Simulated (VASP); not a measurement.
Wanted: the native input for a VASP 6.6.1 run.

```
Task                   : single point
Functional             : r2SCAN
Potentials or basis    : VASP PAW PBE potentials, release 64 (Cs_sv, H)
Cutoff                 : 520 eV
k mesh                 : 6 × 6 × 4
Occupations            : gaussian, width 0.02 eV
Spin                   : no spin polarisation
Dipole correction      : no
Further INCAR settings : ALGO = Normal; EDIFF = 1e-06; NBANDS = 18
```

Crystal: CsH.

```
Cs H
1.0
     3.25176    3.25176    0.00000
    -3.25176    3.25176    0.00000
     0.00000    0.00000    6.29949
Cs H
2 2
Direct
  0.00000 0.00000 0.00000
  0.50000 0.50000 0.50000
  0.50000 0.50000 0.00000
  0.00000 0.00000 0.50000
```

This cell differs from its parent crystal: biaxial strain in the a-b plane: +2.0 %.

One way to write it, as run:

POSCAR

```
CsH
1.0
    3.2517600000      3.2517600000      0.0000000000
   -3.2517600000      3.2517600000      0.0000000000
    0.0000000000      0.0000000000      6.2994880000
Cs H
2 2
Direct
    0.0000000000      0.0000000000      0.0000000000
    0.5000000000      0.5000000000      0.5000000000
    0.5000000000      0.5000000000      0.0000000000
    0.0000000000      0.0000000000      0.5000000000
```

INCAR.step1

```
SYSTEM = CsH
PREC     = Accurate       ! precision mode
ENCUT    = 520            ! plane-wave cutoff, eV
ISMEAR   = 0              ! smearing method
SIGMA    = 0.02           ! smearing width, eV
LREAL    = .FALSE.        ! projectors in reciprocal space
LASPH    = .TRUE.         ! aspherical terms in the spheres
NELM     = 80             ! most SCF steps
NBANDS   = 18             ! bands
GGA      = PE             ! functional
ALGO     = Normal         ! electronic algorithm
EDIFF    = 1E-4           ! SCF threshold, eV
LWAVE    = .TRUE.         ! write WAVECAR
LCHARG   = .FALSE.        ! write CHGCAR
```

INCAR.step2

```
SYSTEM = CsH
PREC     = Accurate       ! precision mode
ENCUT    = 520            ! plane-wave cutoff, eV
EDIFF    = 1E-6           ! SCF threshold, eV
ISMEAR   = 0              ! smearing method
SIGMA    = 0.02           ! smearing width, eV
LREAL    = .FALSE.        ! projectors in reciprocal space
LASPH    = .TRUE.         ! aspherical terms in the spheres
NELM     = 80             ! most SCF steps
ALGO     = Normal         ! electronic algorithm
ISIF     = 2              ! what is computed and relaxed
LWAVE    = .FALSE.        ! write WAVECAR
LCHARG   = .TRUE.         ! write CHGCAR
METAGGA  = R2SCAN         ! meta-GGA
LMIXTAU  = .TRUE.       
LELF     = .TRUE.         ! ELF
LVHAR    = .TRUE.       
NBANDS   = 18             ! bands
ISTART   = 1
```

KPOINTS

```
regular mesh
0
G
  6 6 4
  0 0 0
```

Potentials or basis: VASP PAW PBE potentials, release 64 (Cs_sv, H).

The run is started by

```bash
$ cat potpaw_PBE.64/Cs_sv/POTCAR potpaw_PBE.64/H/POTCAR > POTCAR
$ cp INCAR.step1 INCAR
$ mpirun -np 1 vasp_std > vasp.out
$ cp INCAR.step2 INCAR
$ mpirun -np 1 vasp_std > vasp.out
```

It gave:

```yaml
Pressure: -0.2 GPa
Band_gap_on_the_k_mesh: 2.69 eV
```

Caveat: the cell differs from its parent crystal (biaxial strain in the a-b plane: +2.0 %); the PAW data sets were made with another functional, which shifts forces and pressure a little; spin-orbit coupling is left out, which moves the levels of the heavy elements.

Run time: 88 s on 1 thread of Intel(R) Xeon(R) 6975P-C (Granite Rapids) (shared host), peak memory 0.28 GiB.
